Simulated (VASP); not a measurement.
# InSb3N (Pm-3m) in VASP: notebook

Runs on InSb3N. Level: PBE. Tasks: single point, relaxation of cell and atoms.

Program: VASP 6.6.1. These are calculated values, not measurements. Logs are shortened: lines on timing, memory, paths and dates and some standing lists are left out, and cuts for length are marked.

### 1 The cell of the first run

Symmetry: Pm-3m, No. 221, cubic system. Conventional cell: a = 4.851 Å, b = 4.851 Å, c = 4.851 Å, α = 90.00°, β = 90.00°, γ = 90.00°. Within 4.5 Å of In (site symmetry m-3m) lie 12 Sb at 3.43 Å and 8 N at 4.20 Å. Within 3.2 Å of Sb (site symmetry 4/mmm) lie 2 N at 2.43 Å. N (site symmetry m-3m) has 6 Sb at 2.43 Å within 3.2 Å.

### 2 Single point, PBE

Input file INCAR:

```
SYSTEM = InSb3N
ALGO = Normal
EDIFF = 1E-7
ENCUT = 520
GGA = PE
ISIF = 2
ISMEAR = 0
LASPH = .TRUE.
LCHARG = .FALSE.
LREAL = .FALSE.
LWAVE = .FALSE.
NBANDS = 24
NELM = 100
PREC = Accurate
SIGMA = 0.1
```

Input file KPOINTS:

```
k-points
0
G
  8 8 8
  0 0 0
```

Input file POSCAR:

```
InSb3N
1.0
    4.8505716363      0.0000000000      0.0000000000
    0.0000000000      4.8505716363      0.0000000000
    0.0000000000      0.0000000000      4.8505716363
In Sb N
1 3 1
Direct
    0.0000000000      0.0000000000      0.0000000000
    0.5000000000      0.5000000000      0.0000000000
    0.0000000000      0.5000000000      0.5000000000
    0.5000000000      0.0000000000      0.5000000000
    0.5000000000      0.5000000000      0.5000000000
```

Potentials or basis: VASP PAW PBE potentials, release 64 (In_d, Sb, N).

Run with:

```
cat potpaw_PBE.64/In_d/POTCAR potpaw_PBE.64/Sb/POTCAR potpaw_PBE.64/N/POTCAR > POTCAR
mpirun -np 1 vasp_std > vasp.out
```

OUTCAR:

```text
SYSTEM = InSb3N
   EDIFF = 1E-7
   ENCUT = 520
   GGA = PE
   ISIF = 2
   ISMEAR = 0
   LASPH = .TRUE.
   LREAL = .FALSE.
   NELM = 100
   PREC = Accurate

 ion  position               nearest neighbor table
   1  0.000  0.000  0.000-   2 3.43   3 3.43   4 3.43   3 3.43   4 3.43   2 3.43   3 3.43   3 3.43
                             2 3.43   4 3.43   4 3.43   2 3.43
   2  0.500  0.500  0.000-   5 2.43   5 2.43   4 3.43   1 3.43   3 3.43   4 3.43   3 3.43   1 3.43
                             4 3.43   4 3.43   1 3.43   3 3.43   3 3.43   1 3.43
   3  0.000  0.500  0.500-   5 2.43   5 2.43   4 3.43   1 3.43   1 3.43   2 3.43   1 3.43   4 3.43
                             1 3.43   2 3.43   4 3.43   2 3.43   2 3.43   4 3.43
   4  0.500  0.000  0.500-   5 2.43   5 2.43   3 3.43   1 3.43   1 3.43   2 3.43   2 3.43   3 3.43
                             2 3.43   2 3.43   1 3.43   3 3.43   1 3.43   3 3.43
   5  0.500  0.500  0.500-   2 2.43   3 2.43   4 2.43   2 2.43   4 2.43   3 2.43

  LATTYP: Found a simple cubic cell.
 ALAT       =     4.8505716363

  Lattice vectors:

 A1 = (   4.8505716363,   0.0000000000,   0.0000000000)
 A2 = (   0.0000000000,   4.8505716363,   0.0000000000)
 A3 = (   0.0000000000,   0.0000000000,   4.8505716363)

Analysis of symmetry for initial positions (statically):
=====================================================================
 Subroutine PRICEL returns:
 Original cell was already a primitive cell.

 Routine SETGRP: Setting up the symmetry group for a
 simple cubic supercell.

 Subroutine GETGRP returns: Found 48 space group operations
 (whereof 48 operations were pure point group operations)
 out of a pool of 48 trial point group operations.

The static configuration has the point symmetry O_h .

Analysis of symmetry for dynamics (positions and initial velocities):
=====================================================================
 Subroutine PRICEL returns:
 Original cell was already a primitive cell.

 Routine SETGRP: Setting up the symmetry group for a
 simple cubic supercell.

 Subroutine GETGRP returns: Found 48 space group operations
 (whereof 48 operations were pure point group operations)
 out of a pool of 48 trial point group operations.

The dynamic configuration has the point symmetry O_h .

 Subroutine INISYM returns: Found 48 space group operations
 (whereof 48 operations are pure point group operations),
 and found     1 'primitive' translations

----------------------------------------------------------------------------------------

                                     Primitive cell

  volume of cell :     114.1245

  direct lattice vectors                    reciprocal lattice vectors
     4.850571636  0.000000000  0.000000000     0.206161268  0.000000000  0.000000000
     0.000000000  4.850571636  0.000000000     0.000000000  0.206161268  0.000000000
     0.000000000  0.000000000  4.850571636     0.000000000  0.000000000  0.206161268

  length of vectors
     4.850571636  4.850571636  4.850571636     0.206161268  0.206161268  0.206161268

  position of ions in fractional coordinates (direct lattice)
     0.000000000  0.000000000  0.000000000
     0.500000000  0.500000000  0.000000000
     0.000000000  0.500000000  0.500000000
     0.500000000  0.000000000  0.500000000
     0.500000000  0.500000000  0.500000000

  ion indices of the primitive-cell ions
   primitive index   ion index
                 1           1
                 2           2
                 3           3
                 4           4
                 5           5

----------------------------------------------------------------------------------------

 KPOINTS: k-points

Automatic generation of k-mesh.
 Grid dimensions read from file:
 generate k-points for:    8    8    8

 Generating k-lattice:

  Cartesian coordinates                     Fractional coordinates (reciprocal lattice)
     0.025770159  0.000000000  0.000000000     0.125000000  0.000000000  0.000000000
     0.000000000  0.025770159  0.000000000     0.000000000  0.125000000  0.000000000
     0.000000000  0.000000000  0.025770159     0.000000000  0.000000000  0.125000000

  Length of vectors
     0.025770159  0.025770159  0.025770159

  Shift w.r.t. Gamma in fractional coordinates (k-lattice)
     0.000000000  0.000000000  0.000000000

 Subroutine IBZKPT returns following result:
 ===========================================

 Found     35 irreducible k-points:

 Following reciprocal coordinates:
            Coordinates               Weight
  0.000000  0.000000  0.000000      1.000000
  0.125000  0.000000  0.000000      6.000000
  0.250000  0.000000  0.000000      6.000000
  0.375000  0.000000  0.000000      6.000000
  0.500000  0.000000  0.000000      3.000000
  0.125000  0.125000  0.000000     12.000000
[... 16 lines left out ...]
  0.375000  0.375000  0.125000     24.000000
  0.500000  0.375000  0.125000     24.000000
 [... further k-points ...]
   k-points           NKPTS =     35   k-points in BZ     NKDIM =     35   number of bands    NBANDS=     24
   number of dos      NEDOS =    301   number of ions     NIONS =      5
   total plane-waves  NPLWV =  46656
   dimension x,y,z NGX =    36 NGY =   36 NGZ =   36
   dimension x,y,z NGXF=    72 NGYF=   72 NGZF=   72
   ions per type =               1   3   1
   NGX,Y,Z   is equivalent  to a cutoff of  12.34, 12.34, 12.34 a.u.
   NGXF,Y,Z  is equivalent  to a cutoff of  24.68, 24.68, 24.68 a.u.
 SYSTEM =  InSb3N
   PREC   = accura    normal or accurate (medium, high low for compatibility)
   ISTART =      0    job   : 0-new  1-cont  2-samecut
   ICHARG =      2    charge: 1-file 2-atom 10-const
   ISPIN  =      1    spin polarized calculation?
   LNONCOLLINEAR =      F non collinear calculations
   LSORBIT =      F    spin-orbit coupling
   LASPH  =      T    aspherical Exc in radial PAW
   ENCUT  =  520.0 eV  38.22 Ry    6.18 a.u.   9.02  9.02  9.02*2*pi/ulx,y,z
   NELM   =    100;   NELMIN=  2; NELMDL= -5     # of ELM steps
   EDIFF  = 0.1E-06   stopping-criterion for ELM
   LREAL  =      F    real-space projection
   EDIFFG = 0.1E-05   stopping-criterion for IOM
   NSW    =      0    number of steps for IOM
   IBRION =     -1    ionic relax: 0-MD 1-quasi-New 2-CG
   NFREE  =      0    steps in history (QN), initial steepest desc. (CG)
   ISIF   =      2    stress and relaxation
   ISYM   =      2    0-nonsym 1-usesym 2-fastsym
   POTIM  = 0.5000    time-step for ionic-motion
   TEBEG  =    0.0;   TEEND  =   0.0 temperature during run
   PSTRESS=    0.0 pullay stress
   NELECT =      33.0000    total number of electrons
   NUPDOWN=      -1.0000    fix difference up-down
   EMIN   =  10.00;   EMAX   =-10.00  energy-range for DOS
   EFERMI =   0.00;   METHOD = LEGACY
   ISMEAR =     0;   SIGMA  =   0.10  broadening in eV -4-tet -1-fermi 0-gaus
   EFERMI_NEDOS =   21; number of points for ismear=-14 and -15
   IALGO  =     38    algorithm
   IMIX   =      4    mixing-type and parameters
     AMIX     =   0.40;   BMIX     =  1.00
     AMIX_MAG =   1.60;   BMIX_MAG =  1.00
  volume/ion in A,a.u.               =      22.82       154.03
  Fermi-wavevector in a.u.,A,eV,Ry     =   1.082563  2.045748 15.945251  1.171943
  Thomas-Fermi vector in A             =   2.218608
   LORBIT       =      0    0 simple, 1 ext, 2 COOP (PROOUT), +10 PAW based schemes
   GGA     = PE    functional components
   LHFCALC =     F    Hartree Fock is set to
   AEXX    =    0.0000 exact exchange contribution
   IVDW    =     0    specifies the selected vdW correction
   LEPSILON=     F    determine dielectric tensor
   LRPA    =     F    only Hartree local field effects (RPA)
 non-spin polarized calculation
 Gauss-broadening in eV      SIGMA  =   0.10
  energy-cutoff  :      520.00
  volume of cell :      114.12
 maximum number of plane-waves:      3112
   NGX = 19   NGY = 19   NGZ = 19

 number of electron      32.9999991 magnetization

 Free energy of the ion-electron system (eV)
  ---------------------------------------------------
  ext. energy  EPLUGINS =         0.00000000
  ---------------------------------------------------
  free energy    TOTEN  =       -20.68080735 eV

  energy without entropy =      -20.66059808  energy(sigma->0) =      -20.67070271

 E-fermi :   7.9881     XC(G=0): -10.3353

 val. band max:        7.9550720648   @ k =   0.2500   0.2500   0.2500
 cond. band min:       7.9927114599   @ k =   0.5000   0.3750   0.1250
 fundamental gap:      0.0376393951
 Fermi energy:         7.9881009493

 k-point     1 :       0.0000    0.0000    0.0000
  band No.  band energies     occupation
      1      -7.3598      2.00000
      2      -6.3747      2.00000
      3      -6.3747      2.00000
      4      -6.3634      2.00000
      5      -6.3634      2.00000
      6      -6.3634      2.00000
[... 16 lines left out ...]
     23      12.9349      0.00000
     24      12.9349      0.00000

 k-point     2 :       0.1250    0.0000    0.0000
  band No.  band energies     occupation
      1      -7.3235      2.00000
      2      -6.3739      2.00000
      3      -6.3727      2.00000
      4      -6.3649      2.00000
      5      -6.3649      2.00000
      6      -6.3634      2.00000
[... 16 lines left out ...]
     23      13.0054      0.00000
     24      13.2438      0.00000

 k-point     3 :       0.2500    0.0000    0.0000
  band No.  band energies     occupation
      1      -7.2303      2.00000
      2      -6.3721      2.00000
      3      -6.3685      2.00000
      4      -6.3685      2.00000
      5      -6.3678      2.00000
      6      -6.3632      2.00000
[... 16 lines left out ...]
     23      13.0045      0.00000
     24      13.2097      0.00000
[... 514 lines left out ...]
 k-point    23 :       0.3750    0.3750    0.1250
  band No.  band energies     occupation
      1      -6.9193      2.00000
      2      -6.3755      2.00000
      3      -6.3741      2.00000
      4      -6.3613      2.00000
      5      -6.3514      2.00000
      6      -6.3487      2.00000
[... 16 lines left out ...]
     23      12.4838      0.00000
     24      13.0040      0.00000

 k-point    24 :       0.5000    0.3750    0.1250
  band No.  band energies     occupation
      1      -6.8867      2.00000
      2      -6.3764      2.00000
      3      -6.3740      2.00000
      4      -6.3605      2.00000
      5      -6.3492      2.00000
      6      -6.3434      2.00000
[... 16 lines left out ...]
     23      12.6823      0.00000
     24      13.6294      0.00000

 [... further k-points ...]

------------------------ aborting loop because EDIFF is reached ----------------------------------------

  FORCE on cell =-STRESS in cart. coord.  units (eV):
  Direction    XX          YY          ZZ          XY          YZ          ZX
  --------------------------------------------------------------------------------------
  -------------------------------------------------------------------------------------
  Total       -0.2118432     -0.2118432     -0.2118432      0.0000000     -0.0000000      0.0000000
  in kB       -2.9740369     -2.9740369     -2.9740369      0.0000000     -0.0000000      0.0000000
  external PRESSURE =      -2.9740369 kB  Pullay stress =       0.0000000 kB

 VOLUME and BASIS-vectors are now :
 -----------------------------------------------------------------------------
  energy-cutoff  :      520.00
  volume of cell :      114.12
      direct lattice vectors                 reciprocal lattice vectors
     4.850571636  0.000000000  0.000000000     0.206161268  0.000000000  0.000000000
     0.000000000  4.850571636  0.000000000     0.000000000  0.206161268  0.000000000
     0.000000000  0.000000000  4.850571636     0.000000000  0.000000000  0.206161268

 POSITION                                       TOTAL-FORCE (eV/Angst)
 -----------------------------------------------------------------------------------
      0.00000      0.00000      0.00000         0.000000      0.000000      0.000000
      2.42529      2.42529      0.00000         0.000000      0.000000      0.000000
      0.00000      2.42529      2.42529         0.000000      0.000000      0.000000
      2.42529      0.00000      2.42529         0.000000      0.000000      0.000000
      2.42529      2.42529      2.42529         0.000000      0.000000      0.000000
 -----------------------------------------------------------------------------------
    total drift:                                0.000000      0.000000      0.000000

  FREE ENERGIE OF THE ION-ELECTRON SYSTEM (eV)
  ---------------------------------------------------
  free  energy   TOTEN  =       -20.6808073454 eV

  energy  without entropy=      -20.6605980792  energy(sigma->0) =      -20.67070271
```

Wall time 45 s (1 thread of Intel Xeon Platinum 8488C (Sapphire Rapids), shared host); peak memory 0.26 GiB.

Results:

- Free energy: -20.6808 eV
- Pressure: -0.3 GPa

Caveat: spin-orbit coupling is left out, which moves the levels of the heavy elements.

(Part 1 of 2 ends here.)
